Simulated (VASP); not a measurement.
## Cu3N: single point with r2SCAN

Crystal: Cu3N.

```
Cu N
1.0
     3.78757    0.00000    0.00000
     0.00000    3.78757    0.00000
     0.00000    0.00000    3.78757
Cu N
3 1
Direct
  0.50000 0.00000 0.00000
  0.00000 0.50000 0.00000
  0.00000 0.00000 0.50000
  0.00000 0.00000 0.00000
```

```
Program             : VASP 6.6.1
Task                : single point
Functional          : r2SCAN
Potentials or basis : VASP PAW PBE potentials, release 64 (Cu, N)
Cutoff              : 660 eV
k mesh              : 10 × 10 × 10
Occupations         : gaussian, width 0.05 eV
Spin                : no spin polarisation
```

```yaml
Pressure: 0.6 GPa
Band_gap_on_the_k_mesh: 0.25 eV (least direct gap 0.84 eV)
```

Levels at points of the mesh, in eV from the valence-band top:
```csv
k point,band 15,band 16,band 17,band 18,band 19,band 20,band 21,band 22,band 23,band 24
"(0.00, 0.00, 0.00)",-2.52,-1.99,-1.99,-1.99,-1.91,1.20,5.73,5.73,7.04,7.04
"(0.50, 0.00, 0.00)",-2.51,-2.32,-1.99,-1.52,-1.52,1.86,3.57,7.39,7.60,7.60
"(0.50, 0.50, 0.00)",-2.46,-2.29,-1.14,-1.14,-0.75,0.25,4.03,5.19,5.19,8.66
"(0.50, 0.50, 0.50)",-2.02,-2.02,0.00,0.00,0.00,0.94,0.94,0.94,6.34,8.71
```

Wall time 3.8 min on 1 thread of Intel(R) Xeon(R) Platinum 8375C CPU @ 2.90GHz (Ice Lake), with other jobs on the host, peak memory 0.24 GiB.

Caveat: the PAW data sets were made with another functional, which shifts forces and pressure a little. A k mesh can miss the band edges.
